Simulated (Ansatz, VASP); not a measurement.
Sb in VASP and in Ansatz

File INCAR:

```
  PREC = Accurate
  ENCUT = 400
  EDIFF = 1E-8
  ISMEAR = -1
  SIGMA = 0.05
  LREAL = False
  LASPH = True
  NELM = 120
  ALGO = Normal
  ISIF = 2
  LWAVE = False
  LCHARG = False
  GGA = PS
  LEFG = True
  NBANDS = 12
  GGA_COMPAT = False
```

KPOINTS

```
Automatic mesh
0
Gamma
  9 9 9
```

The input POSCAR:

```
Sb
1.0
    2.1927796744      1.2660019353      3.8174304072
   -2.1927796744      1.2660019353      3.8174304072
    0.0000000000     -2.5320038705      3.8174304072
Sb
2
Direct
    0.2336400000      0.2336400000      0.2336400000
    0.7663600000      0.7663600000      0.7663600000
```

Input for Ansatz:

```yaml
crystal:
  lattice:
    - [2.1927796744, 1.2660019353, 3.8174304072]
    - [-2.1927796744, 1.2660019353, 3.8174304072]
    - [0.0, -2.5320038705, 3.8174304072]
  atoms:
    - { symbol: Sb, position: [0.23364, 0.23364, 0.23364] }
    - { symbol: Sb, position: [0.76636, 0.76636, 0.76636] }
kpoints:
  mp_grid: { grid: [9, 9, 9] }
scf:
  occupations: { method: fermi_dirac, width: 0.05 }
hamiltonian:
  xc: pbesol
  pseudopotentials: { kind: all_electron, datasets: crystal }
output:
  forces: true
  stress: true
  eigenvalues: true
  efg: { contact_densities: true }
```

Change from the starting cell: volume scaled by 1.06, crystal datasets.

Alike in both runs: task electric field gradients; functional PBEsol; k mesh 9 × 9 × 9; occupations fermi-dirac, width 0.05 eV; no spin polarisation.

```csv
,VASP,Ansatz
version,VASP 6.6.1,Ansatz 0.2.0
potentials or method,"VASP PAW PBE potentials, release 64 (Sb), cutoff 400 eV","all-electron PAW with datasets made for the crystal, scalar-relativistic"
```

|  | VASP | Ansatz | Ansatz less VASP |
| --- | --- | --- | --- |
| pressure (GPa) | -2.5 | -2.6 | -0.11 |
| traceless stress, the component that is largest in VASP (GPa) | 0.04 | 0.07 | +0.036 |
| rms of the force components (eV/Å) | 0.052 | 0.077 | +0.0251 |
| size of Vzz on the site where it differs most (V/Å²) | 42.3 | 46.1 | +3.74 |

VASP's potentials were made for PBE, not for PBEsol. Atom by atom the forces differ by 0.025 eV/Å (rms over components). Ansatz ran all-electron here, and VASP with PAW potentials.

Neither program's run includes spin-orbit coupling.
